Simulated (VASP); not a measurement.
CuAu: single point with PBEsol

Crystal: CuAu.

```
CELL_PARAMETERS angstrom
2.69773 0.00000 0.00000
0.00000 2.69773 0.00000
0.00000 0.00000 3.44557
ATOMIC_POSITIONS crystal
Au 0.00000 0.00000 0.00000
Cu 0.50000 0.50000 0.50000
```

| Property | Result |
| --- | --- |
| Program | VASP 6.6.1 |
| Task | single point |
| Functional | PBEsol |
| Potentials or basis | VASP PAW PBE potentials, release 64 (Au, Cu) |
| Cutoff | 520 eV |
| k mesh | 9 × 9 × 7 |
| Occupations | fermi-dirac, width 0.05 eV |
| Spin | no spin polarisation |
| Dipole correction | no |
| Further INCAR settings | ALGO = Normal; EDIFF = 1e-06; NBANDS = 18 |

```json
{
  "Pressure": "30.0 GPa",
  "Band gap on the k mesh": "zero (bands 11 and 12 overlap by 6.18 eV)"
}
```

Stress tensor (GPa, compression positive):
```
30.01  0.00  0.00
 0.00 30.01  0.00
 0.00  0.00 30.12
```

Levels at points of the mesh, in eV from the Fermi level:
```
           k point  band 9  band 10  band 11  band 12  band 13  band 14
(0.00, 0.00, 0.00)   -1.92    -1.63    -1.63     2.21     9.94    10.16
```

Wall time 15 s on 1 thread of Intel(R) Xeon(R) Platinum 8488C (Sapphire Rapids) (shared host), peak memory 0.15 GiB.

Caveat: the cell stands under pressure; the PAW data sets were made with another functional, which shifts forces and pressure a little; spin-orbit coupling is left out, which moves the levels of the heavy elements.
